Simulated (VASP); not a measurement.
# Lu4C3 (Pm-3m) in VASP: single point with PBE

Aim: the single point of Lu4C3 with PBE.

Program: VASP 6.6.1. These are calculated values, not measurements. Logs are shortened: lines on timing, memory, paths and dates and some standing lists are left out, and cuts for length are marked.

### Step 1. The cell of the first run

Symmetry: Pm-3m, No. 221, cubic system. Conventional cell: a = 4.888 Å, b = 4.888 Å, c = 4.888 Å, α = 90.00°, β = 90.00°, γ = 90.00°. Lu (site symmetry 4/mmm) has 4 C at 2.44 Å within 3.2 Å. Within 3.2 Å of Lu (site symmetry m-3m) lie 6 C at 2.44 Å. C (site symmetry 4/mmm) has 6 Lu at 2.44 Å within 3.2 Å.

The cell was built from a structure type or drawn by symmetry, and may not be a known phase.

### Step 2. Single point, PBE

The input, INCAR:

```
PREC     = Accurate       # precision mode
ENCUT    = 520            # plane-wave cutoff, eV
EDIFF    = 1E-6           # SCF threshold, eV
ISMEAR   = 0              # smearing method
SIGMA    = 0.1            # smearing width, eV
LREAL    = False          # projectors in reciprocal space
LASPH    = True           # aspherical terms in the spheres
NELM     = 100            # most SCF steps
ALGO     = Fast           # electronic algorithm
ISIF     = 2              # what is computed and relaxed
LWAVE    = False          # write WAVECAR
LCHARG   = False          # write CHGCAR
GGA      = PE             # functional
NBANDS   = 65             # bands
```

The input, KPOINTS:

```
regular mesh
0
Gamma
  8 8 8
```

The input, POSCAR:

```
Lu4C3
1.0
    4.8883545037      0.0000000000      0.0000000000
    0.0000000000      4.8883545037      0.0000000000
    0.0000000000      0.0000000000      4.8883545037
Lu C
4 3
Direct
    0.5000000000      0.0000000000      0.0000000000
    0.0000000000      0.5000000000      0.0000000000
    0.0000000000      0.0000000000      0.5000000000
    0.5000000000      0.5000000000      0.5000000000
    0.0000000000      0.5000000000      0.5000000000
    0.5000000000      0.0000000000      0.5000000000
    0.5000000000      0.5000000000      0.0000000000
```

Potentials or basis: VASP PAW PBE potentials, release 64 (Lu, C).

Run with:

```bash
> cat potpaw_PBE.64/Lu/POTCAR potpaw_PBE.64/C/POTCAR > POTCAR
> mpirun -np 1 vasp_std > vasp.out
```

OUTCAR:

```text
PREC = Accurate
   ENCUT = 520
   EDIFF = 1E-6
   ISMEAR = 0
   LREAL = False
   LASPH = True
   NELM = 100
   ISIF = 2
   GGA = PE

 ion  position               nearest neighbor table
   1  0.500  0.000  0.000-   6 2.44   7 2.44   6 2.44   7 2.44   3 3.46   3 3.46   4 3.46   4 3.46
                             2 3.46   4 3.46   2 3.46   4 3.46   2 3.46   3 3.46   3 3.46   2 3.46
   2  0.000  0.500  0.000-   5 2.44   7 2.44   5 2.44   7 2.44   3 3.46   3 3.46   4 3.46   4 3.46
                             1 3.46   3 3.46   3 3.46   1 3.46   4 3.46   1 3.46   4 3.46   1 3.46
   3  0.000  0.000  0.500-   5 2.44   6 2.44   5 2.44   6 2.44   2 3.46   1 3.46   2 3.46   2 3.46
                             4 3.46   4 3.46   2 3.46   1 3.46   4 3.46   1 3.46   1 3.46   4 3.46
   4  0.500  0.500  0.500-   5 2.44   6 2.44   7 2.44   7 2.44   6 2.44   5 2.44   1 3.46   2 3.46
                             1 3.46   1 3.46   3 3.46   2 3.46   1 3.46   2 3.46   3 3.46   3 3.46
   5  0.000  0.500  0.500-   2 2.44   3 2.44   4 2.44   2 2.44   3 2.44   4 2.44
   6  0.500  0.000  0.500-   1 2.44   3 2.44   4 2.44   1 2.44   4 2.44   3 2.44
   7  0.500  0.500  0.000-   1 2.44   2 2.44   4 2.44   4 2.44   1 2.44   2 2.44

  LATTYP: Found a simple cubic cell.
 ALAT       =     4.8883545037

  Lattice vectors:

 A1 = (   4.8883545037,   0.0000000000,   0.0000000000)
 A2 = (   0.0000000000,   4.8883545037,   0.0000000000)
 A3 = (   0.0000000000,   0.0000000000,   4.8883545037)

Analysis of symmetry for initial positions (statically):
=====================================================================
 Subroutine PRICEL returns:
 Original cell was already a primitive cell.

 Routine SETGRP: Setting up the symmetry group for a
 simple cubic supercell.

 Subroutine GETGRP returns: Found 48 space group operations
 (whereof 48 operations were pure point group operations)
 out of a pool of 48 trial point group operations.

The static configuration has the point symmetry O_h .

Analysis of symmetry for dynamics (positions and initial velocities):
=====================================================================
 Subroutine PRICEL returns:
 Original cell was already a primitive cell.

 Routine SETGRP: Setting up the symmetry group for a
 simple cubic supercell.

 Subroutine GETGRP returns: Found 48 space group operations
 (whereof 48 operations were pure point group operations)
 out of a pool of 48 trial point group operations.

The dynamic configuration has the point symmetry O_h .

 Subroutine INISYM returns: Found 48 space group operations
 (whereof 48 operations are pure point group operations),
 and found     1 'primitive' translations

----------------------------------------------------------------------------------------

                                     Primitive cell

  volume of cell :     116.8122

  direct lattice vectors                    reciprocal lattice vectors
     4.888354504  0.000000000  0.000000000     0.204567815  0.000000000  0.000000000
     0.000000000  4.888354504  0.000000000     0.000000000  0.204567815  0.000000000
     0.000000000  0.000000000  4.888354504     0.000000000  0.000000000  0.204567815

  length of vectors
     4.888354504  4.888354504  4.888354504     0.204567815  0.204567815  0.204567815

  position of ions in fractional coordinates (direct lattice)
     0.500000000  0.000000000  0.000000000
     0.000000000  0.500000000  0.000000000
     0.000000000  0.000000000  0.500000000
     0.500000000  0.500000000  0.500000000
     0.000000000  0.500000000  0.500000000
     0.500000000  0.000000000  0.500000000
     0.500000000  0.500000000  0.000000000

  ion indices of the primitive-cell ions
   primitive index   ion index
                 1           1
                 2           2
                 3           3
                 4           4
                 5           5
                 6           6
                 7           7

----------------------------------------------------------------------------------------

 KPOINTS: regular mesh

Automatic generation of k-mesh.
 Grid dimensions read from file:
 generate k-points for:    8    8    8

 Generating k-lattice:

  Cartesian coordinates                     Fractional coordinates (reciprocal lattice)
     0.025570977  0.000000000  0.000000000     0.125000000  0.000000000  0.000000000
     0.000000000  0.025570977  0.000000000     0.000000000  0.125000000  0.000000000
     0.000000000  0.000000000  0.025570977     0.000000000  0.000000000  0.125000000

  Length of vectors
     0.025570977  0.025570977  0.025570977

  Shift w.r.t. Gamma in fractional coordinates (k-lattice)
     0.000000000  0.000000000  0.000000000

 Subroutine IBZKPT returns following result:
 ===========================================

 Found     35 irreducible k-points:

 Following reciprocal coordinates:
            Coordinates               Weight
  0.000000  0.000000  0.000000      1.000000
  0.125000  0.000000  0.000000      6.000000
  0.250000  0.000000  0.000000      6.000000
  0.375000  0.000000  0.000000      6.000000
  0.500000  0.000000  0.000000      3.000000
  0.125000  0.125000  0.000000     12.000000
[... 16 lines left out ...]
  0.375000  0.375000  0.125000     24.000000
  0.500000  0.375000  0.125000     24.000000
 [... further k-points ...]
   k-points           NKPTS =     35   k-points in BZ     NKDIM =     35   number of bands    NBANDS=     65
   number of dos      NEDOS =    301   number of ions     NIONS =      7
   total plane-waves  NPLWV =  46656
   dimension x,y,z NGX =    36 NGY =   36 NGZ =   36
   dimension x,y,z NGXF=    72 NGYF=   72 NGZF=   72
   ions per type =               4   3
   NGX,Y,Z   is equivalent  to a cutoff of  12.24, 12.24, 12.24 a.u.
   NGXF,Y,Z  is equivalent  to a cutoff of  24.49, 24.49, 24.49 a.u.
 SYSTEM =  unknown system
   PREC   = accura    normal or accurate (medium, high low for compatibility)
   ISTART =      0    job   : 0-new  1-cont  2-samecut
   ICHARG =      2    charge: 1-file 2-atom 10-const
   ISPIN  =      1    spin polarized calculation?
   LNONCOLLINEAR =      F non collinear calculations
   LSORBIT =      F    spin-orbit coupling
   LASPH  =      T    aspherical Exc in radial PAW
   ENCUT  =  520.0 eV  38.22 Ry    6.18 a.u.   9.09  9.09  9.09*2*pi/ulx,y,z
   NELM   =    100;   NELMIN=  2; NELMDL= -5     # of ELM steps
   EDIFF  = 0.1E-05   stopping-criterion for ELM
   LREAL  =      F    real-space projection
   EDIFFG = 0.1E-04   stopping-criterion for IOM
   NSW    =      0    number of steps for IOM
   IBRION =     -1    ionic relax: 0-MD 1-quasi-New 2-CG
   NFREE  =      0    steps in history (QN), initial steepest desc. (CG)
   ISIF   =      2    stress and relaxation
   ISYM   =      2    0-nonsym 1-usesym 2-fastsym
   POTIM  = 0.5000    time-step for ionic-motion
   TEBEG  =    0.0;   TEEND  =   0.0 temperature during run
   PSTRESS=    0.0 pullay stress
   NELECT =     112.0000    total number of electrons
   NUPDOWN=      -1.0000    fix difference up-down
   EMIN   =  10.00;   EMAX   =-10.00  energy-range for DOS
   EFERMI =   0.00;   METHOD = LEGACY
   ISMEAR =     0;   SIGMA  =   0.10  broadening in eV -4-tet -1-fermi 0-gaus
   EFERMI_NEDOS =   21; number of points for ismear=-14 and -15
   IALGO  =     68    algorithm
   IMIX   =      4    mixing-type and parameters
     AMIX     =   0.40;   BMIX     =  1.00
     AMIX_MAG =   1.60;   BMIX_MAG =  1.00
  volume/ion in A,a.u.               =      16.69       112.61
  Fermi-wavevector in a.u.,A,eV,Ry     =   1.614302  3.050589 35.456392  2.605971
  Thomas-Fermi vector in A             =   2.709233
   LORBIT       =      0    0 simple, 1 ext, 2 COOP (PROOUT), +10 PAW based schemes
   GGA     = PE    functional components
   LHFCALC =     F    Hartree Fock is set to
   AEXX    =    0.0000 exact exchange contribution
   IVDW    =     0    specifies the selected vdW correction
   LEPSILON=     F    determine dielectric tensor
   LRPA    =     F    only Hartree local field effects (RPA)
 non-spin polarized calculation
 RMM-DIIS sequential band-by-band and
 Gauss-broadening in eV      SIGMA  =   0.10
  energy-cutoff  :      520.00
  volume of cell :      116.81
 maximum number of plane-waves:      3178
   NGX = 19   NGY = 19   NGZ = 19

 number of electron     112.0000117 magnetization

 Free energy of the ion-electron system (eV)
  ---------------------------------------------------
  ext. energy  EPLUGINS =         0.00000000
  ---------------------------------------------------
  free energy    TOTEN  =       -47.29053522 eV

  energy without entropy =      -47.26697756  energy(sigma->0) =      -47.27875639

 E-fermi :   2.6422     XC(G=0): -11.7218

 val. band max:        2.6391812265   @ k =   0.2500   0.1250   0.0000
 cond. band min:       2.6547787540   @ k =   0.2500   0.2500   0.0000
 fundamental gap:      0.0155975275
 Fermi energy:         2.6422173146

 k-point     1 :       0.0000    0.0000    0.0000
  band No.  band energies     occupation
      1     -52.2876      2.00000
      2     -52.2563      2.00000
      3     -52.2563      2.00000
      4     -51.3779      2.00000
      5     -23.2953      2.00000
      6     -23.2953      2.00000
[... 57 lines left out ...]
     64       7.9306      0.00000
     65       7.9637      0.00000

 k-point     2 :       0.1250    0.0000    0.0000
  band No.  band energies     occupation
      1     -52.2865      2.00000
      2     -52.2573      2.00000
      3     -52.2563      2.00000
      4     -51.3779      2.00000
      5     -23.2890      2.00000
      6     -23.2890      2.00000
[... 57 lines left out ...]
     64       7.8126      0.00000
     65       7.9904      0.00000

 k-point     3 :       0.2500    0.0000    0.0000
  band No.  band energies     occupation
      1     -52.2835      2.00000
      2     -52.2603      2.00000
      3     -52.2563      2.00000
      4     -51.3780      2.00000
      5     -23.2728      2.00000
      6     -23.2728      2.00000
[... 1417 lines left out ...]
     64       7.8532      0.00000
     65       9.6518      0.00000

 k-point    24 :       0.5000    0.3750    0.1250
  band No.  band energies     occupation
      1     -52.2702      2.00000
      2     -52.2666      2.00000
      3     -52.2629      2.00000
      4     -51.3782      2.00000
      5     -23.3816      2.00000
      6     -23.1782      2.00000
[... 57 lines left out ...]
     64       8.4998      0.00000
     65       8.7355      0.00000

 [... further k-points ...]

------------------------ aborting loop because EDIFF is reached ----------------------------------------

  FORCE on cell =-STRESS in cart. coord.  units (eV):
  Direction    XX          YY          ZZ          XY          YZ          ZX
  --------------------------------------------------------------------------------------
  -------------------------------------------------------------------------------------
  Total        0.4799869      0.4799869      0.4799869      0.0000000      0.0000000      0.0000000
  in kB        6.5834253      6.5834253      6.5834253      0.0000000      0.0000000      0.0000000
  external PRESSURE =       6.5834253 kB  Pullay stress =       0.0000000 kB

 VOLUME and BASIS-vectors are now :
 -----------------------------------------------------------------------------
  energy-cutoff  :      520.00
  volume of cell :      116.81
      direct lattice vectors                 reciprocal lattice vectors
     4.888354504  0.000000000  0.000000000     0.204567815  0.000000000  0.000000000
     0.000000000  4.888354504  0.000000000     0.000000000  0.204567815  0.000000000
     0.000000000  0.000000000  4.888354504     0.000000000  0.000000000  0.204567815

 POSITION                                       TOTAL-FORCE (eV/Angst)
 -----------------------------------------------------------------------------------
      2.44418      0.00000      0.00000         0.000000      0.000000      0.000000
      0.00000      2.44418      0.00000         0.000000      0.000000      0.000000
      0.00000      0.00000      2.44418         0.000000      0.000000      0.000000
      2.44418      2.44418      2.44418         0.000000      0.000000      0.000000
      0.00000      2.44418      2.44418         0.000000      0.000000      0.000000
      2.44418      0.00000      2.44418         0.000000      0.000000      0.000000
      2.44418      2.44418      0.00000         0.000000      0.000000      0.000000
 -----------------------------------------------------------------------------------
    total drift:                                0.000000      0.000000     -0.000000

  FREE ENERGIE OF THE ION-ELECTRON SYSTEM (eV)
  ---------------------------------------------------
  free  energy   TOTEN  =       -47.2905352227 eV

  energy  without entropy=      -47.2669775627  energy(sigma->0) =      -47.27875639
```

Wall time 13 min (1 thread of Intel Xeon 6975P-C (Granite Rapids), shared host); peak memory 0.37 GiB.

What came out:

```yaml
Free_energy: -47.2905 eV
Pressure: 0.7 GPa
Band_gap_on_the_k_mesh: zero (bands 56 and 57 overlap by 1.22 eV)
```

Levels at points of the mesh, in eV from the Fermi level:
| k point | band 52 | band 53 | band 54 | band 55 | band 56 | band 57 | band 58 | band 59 | band 60 | band 61 |
| --- | --- | --- | --- | --- | --- | --- | --- | --- | --- | --- |
| (0.00, 0.00, 0.00) | 0.15 | 0.15 | 0.15 | 0.85 | 0.85 | 0.85 | 1.52 | 1.52 | 1.52 | 3.23 |
| (0.50, 0.00, 0.00) | -1.30 | -0.66 | -0.66 | -0.63 | 0.77 | 0.77 | 1.24 | 1.52 | 2.62 | 2.91 |
| (0.50, 0.50, 0.00) | -1.12 | -1.01 | -1.01 | -0.94 | -0.88 | 0.14 | 1.24 | 2.14 | 2.14 | 5.20 |
| (0.50, 0.50, 0.50) | -1.47 | -1.47 | -1.47 | -1.23 | -1.23 | 0.84 | 1.75 | 1.75 | 1.75 | 6.86 |

Caveat: spin-orbit coupling is left out, which moves the levels of the heavy elements.
